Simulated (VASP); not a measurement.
A run of VASP 6.6.1 is set up as follows.

INCAR

```
SYSTEM = Ga
PREC = Accurate
ENCUT = 520
EDIFF = 1E-8
ISMEAR = -1
SIGMA = 0.08
LREAL = .FALSE.
LASPH = .TRUE.
NELM = 60
ALGO = Normal
ISIF = 2
LWAVE = .FALSE.
LCHARG = .FALSE.
LEFG = .TRUE.
NBANDS = 20
```

File KPOINTS:

```
Automatic mesh
0
G
  12 12 10
  0 0 0
```

File POSCAR:

```
Ga
1.0
    1.4296750000     -4.0577500000     -0.0130750000
    1.4703250000      4.0722500000      0.0275750000
    0.0158500000      0.0158500000      3.1700000000
Ga
2
Direct
    0.8670000000      0.1330000000      0.2500000000
    0.1330000000      0.8670000000      0.7500000000
```

Potentials or basis: VASP PAW LDA potentials, release 64 (Ga_d).

Command:

```console
$ cat potpaw_LDA.64/Ga_d/POTCAR > POTCAR
$ mpirun -np 1 vasp_std > vasp.out
```

Problem. What does it give for the pressure?

Solution. -3.7 GPa.

Problem. What does it give for the band gap on the k mesh?

Solution. Zero (bands 13 and 14 overlap by 9.27 eV).

Problem. Estimate the largest force.

Solution. 0.180 eV/Å.

Forces on the atoms (eV/Å):
```
Ga   0.004  0.180 -0.009
Ga  -0.004 -0.180  0.009
```

Caveat: the cell differs from its parent crystal (equal xy, yz and zx shear strains of +1 %); the cell stands under tension; without QUAD_EFG the Cq values of the log hold for a quadrupole moment of 1 mb, not for the nuclei.
